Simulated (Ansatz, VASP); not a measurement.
# AlN in VASP and in Ansatz

```
CELL_PARAMETERS angstrom
3.10649 0.00000 0.00000
-1.55325 2.69030 0.00000
0.00000 0.00000 4.97802
ATOMIC_POSITIONS crystal
Al 0.33333 0.66667 0.97355
Al 0.66667 0.33333 0.47355
N 0.33333 0.66667 0.40845
N 0.66667 0.33333 0.90845
```

Change from the starting cell: polar distortion scaled by 0.55.

Alike in both runs: task single point; functional r2SCAN; k mesh 12 × 12 × 6; no spin polarisation.

|  | VASP | Ansatz |
| --- | --- | --- |
| version | VASP 6.6.1 | Ansatz 0.2.0 |
| potentials or method | VASP PAW PBE potentials, release 64 (Al, N), cutoff 520 eV | scalar-relativistic, plane waves, PAW |
| occupations | gaussian, width 0.01 eV | fixed |
| valence electrons in the cell | 16 | 16 |

```csv
,VASP,Ansatz,Ansatz less VASP
gap on the k mesh at the Fermi level (eV),4.02,3.98,-0.038
least direct gap on the mesh (eV),4.02,3.98,-0.038
pressure (GPa),3.8,4.0,+0.26
"traceless stress, the component that is largest in VASP (GPa)",-15.20,-14.98,+0.219
rms of the force components (eV/Å),0.841,0.830,-0.0117
```

VASP's potentials were made for PBE, not for r2SCAN. Atom by atom the forces differ by 0.012 eV/Å (rms over components).
